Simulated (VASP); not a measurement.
# ScIn4 (P-1) in VASP: relaxation of cell and atoms with PBE

Aim: the relaxation of cell and atoms of ScIn4 with PBE.

All numbers are computed with VASP 6.6.1; they aren't measurements. Logs are shortened: lines on timing, memory, paths and dates and some standing lists are left out, and cuts for length are marked.

## Step 1: The cell of the first run

The typed cell holds 5 atoms: a = 4.264 Å, b = 5.691 Å, c = 5.752 Å, α = 83.61°, β = 68.35°, γ = 69.38°.

## Step 2: Relaxation of cell and atoms, PBE

File INCAR:

```
  PREC = Accurate
  ENCUT = 600
  EDIFF = 1E-7
  ISMEAR = 0
  SIGMA = 0.1
  LREAL = F
  LASPH = T
  NELM = 80
  ALGO = Fast
  ISIF = 3
  LWAVE = F
  LCHARG = F
  GGA = PE
  IBRION = 2
  NSW = 90
  EDIFFG = -0.04
```

File KPOINTS:

```
Automatic mesh
0
Gamma
  6 4 4
```

File POSCAR:

```
ScIn4
1.0
    4.2642310048      0.0000000000      0.0000000000
    2.0039353225      5.3270327776      0.0000000000
    2.1223508495     -0.1148176916      5.3450038201
Sc In
1 4
Direct
    0.0000000000      0.0000000000      0.5000000000
    0.8057505740      0.8049245776      0.0897804297
    0.3927221444      0.4059368557      0.3073762077
    0.6072778556      0.5940631443      0.6926237923
    0.1942494260      0.1950754224      0.9102195703
```

Potentials or basis: VASP PAW PBE potentials, release 64 (Sc_sv, In_d).

Command:

```console
cat potpaw_PBE.64/Sc_sv/POTCAR potpaw_PBE.64/In_d/POTCAR > POTCAR
mpirun -np 1 vasp_std > vasp.out
```

OUTCAR:

```text
PREC = Accurate
   ENCUT = 600
   EDIFF = 1E-7
   ISMEAR = 0
   LREAL = F
   LASPH = T
   NELM = 80
   ISIF = 3
   GGA = PE
   IBRION = 2
   NSW = 90
   EDIFFG = -0.04

 ion  position               nearest neighbor table
   1  0.000  0.000  0.500-   3 3.19   4 3.19   2 3.19   5 3.19   2 3.24   5 3.24   3 3.26   4 3.26
                             4 3.31   3 3.31   5 3.34   2 3.34
   2  0.806  0.805  0.090-   5 3.09   4 3.18   1 3.19   5 3.19   4 3.21   3 3.22   1 3.24   3 3.27
                             1 3.34   5 3.37   3 3.38   4 3.44
   3  0.393  0.406  0.307-   4 3.10   4 3.13   5 3.18   1 3.19   5 3.21   2 3.22   1 3.26   2 3.27
                             1 3.31   2 3.38   5 3.44   4 3.46
   4  0.607  0.594  0.693-   3 3.10   3 3.13   2 3.18   1 3.19   2 3.21   5 3.22   1 3.26   5 3.27
                             1 3.31   5 3.38   2 3.44   3 3.46
   5  0.194  0.195  0.910-   2 3.09   3 3.18   1 3.19   2 3.19   3 3.21   4 3.22   1 3.24   4 3.27
                             1 3.34   2 3.37   4 3.38   3 3.44

  LATTYP: Found a triclinic cell.
 ALAT       =     5.7520971886
 B/A-ratio  =     1.3262439906
 C/A-ratio  =     1.2981258194
 COS(alpha) =     0.0033115532
 COS(beta)  =     0.6444111384
 COS(gamma) =     0.6710250527

  Lattice vectors:

 A1 = (  -2.1223508495,   0.1148176916,  -5.3450038201)
 A2 = (  -0.1184155270,   5.4418504692,  -5.3450038201)
 A3 = (   0.1379448328,  -5.2122150860,  -5.3450038201)

Analysis of symmetry for initial positions (statically):
=====================================================================
 Subroutine PRICEL returns:
 Original cell was already a primitive cell.

 Routine SETGRP: Setting up the symmetry group for a
 triclinic supercell.

 Subroutine GETGRP returns: Found  2 space group operations
 (whereof  2 operations were pure point group operations)
 out of a pool of  2 trial point group operations.

The static configuration has the point symmetry S_2 .

Analysis of symmetry for dynamics (positions and initial velocities):
=====================================================================
 Subroutine PRICEL returns:
 Original cell was already a primitive cell.

 Routine SETGRP: Setting up the symmetry group for a
 triclinic supercell.

 Subroutine GETGRP returns: Found  2 space group operations
 (whereof  2 operations were pure point group operations)
 out of a pool of  2 trial point group operations.

The dynamic configuration has the point symmetry S_2 .

 Subroutine INISYM returns: Found  2 space group operations
 (whereof  2 operations are pure point group operations),
 and found     1 'primitive' translations

----------------------------------------------------------------------------------------

                                     Primitive cell

  volume of cell :     121.4155

  direct lattice vectors                    reciprocal lattice vectors
     4.264231005  0.000000000  0.000000000     0.234508871 -0.088218081 -0.095011924
     2.003935322  5.327032778  0.000000000     0.000000000  0.187721766  0.004032510
     2.122350850 -0.114817692  5.345003820     0.000000000  0.000000000  0.187090605

  length of vectors
     4.264231005  5.691487942  5.752097189     0.267962882  0.187765073  0.187090605

  position of ions in fractional coordinates (direct lattice)
     0.000000000  0.000000000  0.500000000
     0.805750574  0.804924578  0.089780430
     0.392722144  0.405936856  0.307376208
     0.607277856  0.594063144  0.692623792
     0.194249426  0.195075422  0.910219570

  ion indices of the primitive-cell ions
   primitive index   ion index
                 1           1
                 2           2
                 3           3
                 4           4
                 5           5

----------------------------------------------------------------------------------------

 KPOINTS: Automatic mesh

Automatic generation of k-mesh.
 Grid dimensions read from file:
 generate k-points for:    6    4    4

 Generating k-lattice:

  Cartesian coordinates                     Fractional coordinates (reciprocal lattice)
     0.039084812 -0.014703014 -0.015835321     0.166666667  0.000000000  0.000000000
     0.000000000  0.046930441  0.001008127     0.000000000  0.250000000  0.000000000
     0.000000000  0.000000000  0.046772651     0.000000000  0.000000000  0.250000000

  Length of vectors
     0.044660480  0.046941268  0.046772651

  Shift w.r.t. Gamma in fractional coordinates (k-lattice)
     0.000000000  0.000000000  0.000000000

 Subroutine IBZKPT returns following result:
 ===========================================

 Found     52 irreducible k-points:

 Following reciprocal coordinates:
            Coordinates               Weight
  0.000000  0.000000  0.000000      1.000000
  0.166667  0.000000 -0.000000      2.000000
  0.333333  0.000000  0.000000      2.000000
  0.500000  0.000000 -0.000000      1.000000
  0.000000  0.250000  0.000000      2.000000
  0.166667  0.250000  0.000000      2.000000
[... 16 lines left out ...]
  0.333333  0.250000  0.250000      2.000000
  0.500000  0.250000  0.250000      2.000000
 [... further k-points ...]
   k-points           NKPTS =     52   k-points in BZ     NKDIM =     52   number of bands    NBANDS=     37
   number of dos      NEDOS =    301   number of ions     NIONS =      5
   total plane-waves  NPLWV =  82944
   dimension x,y,z NGX =    36 NGY =   48 NGZ =   48
   dimension x,y,z NGXF=    72 NGYF=   96 NGZF=   96
   ions per type =               1   4
   NGX,Y,Z   is equivalent  to a cutoff of  14.04, 14.02, 13.87 a.u.
   NGXF,Y,Z  is equivalent  to a cutoff of  28.07, 28.04, 27.75 a.u.
 SYSTEM =  unknown system
   PREC   = accura    normal or accurate (medium, high low for compatibility)
   ISTART =      0    job   : 0-new  1-cont  2-samecut
   ICHARG =      2    charge: 1-file 2-atom 10-const
   ISPIN  =      1    spin polarized calculation?
   LNONCOLLINEAR =      F non collinear calculations
   LSORBIT =      F    spin-orbit coupling
   LASPH  =      T    aspherical Exc in radial PAW
   ENCUT  =  600.0 eV  44.10 Ry    6.64 a.u.   8.52 11.37 11.49*2*pi/ulx,y,z
   NELM   =     80;   NELMIN=  2; NELMDL= -5     # of ELM steps
   EDIFF  = 0.1E-06   stopping-criterion for ELM
   LREAL  =      F    real-space projection
   EDIFFG = -.4E-01   stopping-criterion for IOM
   NSW    =     90    number of steps for IOM
   IBRION =      2    ionic relax: 0-MD 1-quasi-New 2-CG
   NFREE  =      1    steps in history (QN), initial steepest desc. (CG)
   ISIF   =      3    stress and relaxation
   ISYM   =      2    0-nonsym 1-usesym 2-fastsym
   POTIM  = 0.5000    time-step for ionic-motion
   TEBEG  =    0.0;   TEEND  =   0.0 temperature during run
   PSTRESS=    0.0 pullay stress
   NELECT =      63.0000    total number of electrons
   NUPDOWN=      -1.0000    fix difference up-down
   EMIN   =  10.00;   EMAX   =-10.00  energy-range for DOS
   EFERMI =   0.00;   METHOD = LEGACY
   ISMEAR =     0;   SIGMA  =   0.10  broadening in eV -4-tet -1-fermi 0-gaus
   EFERMI_NEDOS =   21; number of points for ismear=-14 and -15
   IALGO  =     68    algorithm
   IMIX   =      4    mixing-type and parameters
     AMIX     =   0.40;   BMIX     =  1.00
     AMIX_MAG =   1.60;   BMIX_MAG =  1.00
  volume/ion in A,a.u.               =      24.28       163.87
  Fermi-wavevector in a.u.,A,eV,Ry     =   1.315519  2.485970 23.546094  1.730589
  Thomas-Fermi vector in A             =   2.445695
   LORBIT       =      0    0 simple, 1 ext, 2 COOP (PROOUT), +10 PAW based schemes
   GGA     = PE    functional components
   LHFCALC =     F    Hartree Fock is set to
   AEXX    =    0.0000 exact exchange contribution
   IVDW    =     0    specifies the selected vdW correction
   LEPSILON=     F    determine dielectric tensor
   LRPA    =     F    only Hartree local field effects (RPA)
 conjugate gradient relaxation of ions
 non-spin polarized calculation
 RMM-DIIS sequential band-by-band and
 Gauss-broadening in eV      SIGMA  =   0.10
  energy-cutoff  :      600.00
  volume of cell :      121.42
 maximum number of plane-waves:      4077
 NGX is ok and might be reduce to    36
   NGX = 17   NGY = 23   NGZ = 23

--------------------------------------- Ionic step        1  -------------------------------------------

 number of electron      62.9999996 magnetization

 Free energy of the ion-electron system (eV)
  ---------------------------------------------------
  ext. energy  EPLUGINS =         0.00000000
  ---------------------------------------------------
  free energy    TOTEN  =       -17.24539774 eV

  energy without entropy =      -17.22669515  energy(sigma->0) =      -17.23604644

------------------------ aborting loop because EDIFF is reached ----------------------------------------

  FORCE on cell =-STRESS in cart. coord.  units (eV):
  Direction    XX          YY          ZZ          XY          YZ          ZX
  --------------------------------------------------------------------------------------
  -------------------------------------------------------------------------------------
  Total        0.8656557      0.5565862      0.5435680      0.5540099      0.2507209      0.1692914
  in kB       11.4230395      7.3446123      7.1728274      7.3106169      3.3084684      2.2339388
  external PRESSURE =       8.6468264 kB  Pullay stress =       0.0000000 kB
[... 98 lines left out ...]
  FREE ENERGIE OF THE ION-ELECTRON SYSTEM (eV)
  ---------------------------------------------------
  free  energy   TOTEN  =       -17.2603360003 eV

  energy  without entropy=      -17.2413664720  energy(sigma->0) =      -17.25085124

[... ionic steps 4 to 9 ...]

--------------------------------------- Ionic step       10  -------------------------------------------

 number of electron      63.0000002 magnetization

------------------------ aborting loop because EDIFF is reached ----------------------------------------
[... 73 lines left out ...]
--------------------------------------- Ionic step       12  -------------------------------------------

 number of electron      63.0000002 magnetization

 Free energy of the ion-electron system (eV)
  ---------------------------------------------------
  ext. energy  EPLUGINS =         0.00000000
  ---------------------------------------------------
  free energy    TOTEN  =       -17.29027416 eV

  energy without entropy =      -17.27638231  energy(sigma->0) =      -17.28332824

 E-fermi :   7.3204     XC(G=0): -10.3984

 val. band max:        7.2914523528   @ k =   0.3333  -0.2500   0.2500
 cond. band min:       7.3263052194   @ k =   0.5000   0.5000   0.5000
 fundamental gap:      0.0348528666
 Fermi energy:         7.3204175579

 k-point     1 :       0.0000    0.0000    0.0000
  band No.  band energies     occupation
      1     -42.8357      2.00000
      2     -21.4725      2.00000
      3     -21.4690      2.00000
      4     -21.4493      2.00000
      5      -7.3826      2.00000
      6      -7.3368      2.00000
[... 949 lines left out ...]
     36       9.0665      0.00000
     37       9.2712      0.00000

 [... further k-points ...]
[... 5 lines left out ...]
  --------------------------------------------------------------------------------------
  -------------------------------------------------------------------------------------
  Total       -0.0526321      0.0013749      0.0282537     -0.0859962      0.0475995     -0.0302368
  in kB       -0.6830058      0.0178420      0.3666475     -1.1159708      0.6176972     -0.3923824
  external PRESSURE =      -0.0995054 kB  Pullay stress =       0.0000000 kB
[... 20 lines left out ...]
  FREE ENERGIE OF THE ION-ELECTRON SYSTEM (eV)
  ---------------------------------------------------
  free  energy   TOTEN  =       -17.2902741637 eV

  energy  without entropy=      -17.2763823082  energy(sigma->0) =      -17.28332824

 reached required accuracy - stopping structural energy minimisation
```

Wall time 74 min (1 thread of Intel Xeon Platinum 8259CL at 2.50GHz (Skylake/Cascade Lake), shared host); peak memory 0.46 GiB.

Results:

```
Free energy                           : -17.2903 eV
Relaxed volume                        : 24.69 Å³/atom
Relaxed cell                          : a = 4.367 Å, b = 5.796 Å, c = 5.845 Å, α = 78.76°, β = 65.96°, γ = 66.12°
Space group after relaxing (to 0.1 Å) : P-1 (No. 2)
Energy gained by relaxing             : 9.0 meV/atom
Ionic steps                           : 12
Pressure after relaxing               : 0.0 GPa
Largest force after relaxing          : 0.035 eV/Å
Band gap on the k mesh                : zero (an odd number of electrons rules out a gap without spin polarisation)
```

Forces in eV/Å, atoms in the order of the input:
```
Sc   0.000  0.000  0.000
In   0.025  0.001  0.004
In   0.025  0.017  0.017
In  -0.025 -0.017 -0.017
In  -0.025 -0.001 -0.004
```

Step by step:
| step | energy change (eV) | largest force (eV/Å) | pressure (GPa) | volume (Å³) |
| --- | --- | --- | --- | --- |
| 1 | 0.0000 | 0.1381 | 0.86 | 121.42 |
| 2 | -0.0139 | 0.1087 | -0.16 | 123.73 |
| 3 | -0.0149 | 0.1001 | -0.48 | 124.55 |
| 4 | -0.0239 | 0.0792 | -0.31 | 124.13 |
| 5 | -0.0315 | 0.0723 | -0.06 | 123.62 |
| 6 | -0.0325 | 0.1221 | 0.43 | 122.52 |
| 7 | -0.0349 | 0.0975 | -0.01 | 123.13 |
| 8 | -0.0347 | 0.1107 | 0.27 | 122.81 |
| 9 | -0.0350 | 0.1046 | 0.18 | 122.96 |
| 10 | -0.0402 | 0.0793 | 0.03 | 123.38 |
| 11 | -0.0411 | 0.0667 | -0.04 | 123.61 |
| 12 | -0.0449 | 0.0349 | -0.01 | 123.46 |

Final structure:
```xyz
5
Lattice="4.3642 0.1176 0.0864 2.1997 5.3589 0.1984 2.2736 0.1001 5.3843" Properties=species:S:1:pos:R:3 pbc="T T T"
Sc    1.1368    0.0501    2.6921
In    5.4643    4.4166    0.7501
In    3.3224    2.2453    1.7696
In    5.5151    3.3313    3.8994
In    3.3732    1.1600    4.9189
```

Caveat: spin-orbit coupling is left out, which moves the levels of the heavy elements.

The gap in the log of VASP goes by the Fermi energy; the results here count the filled bands.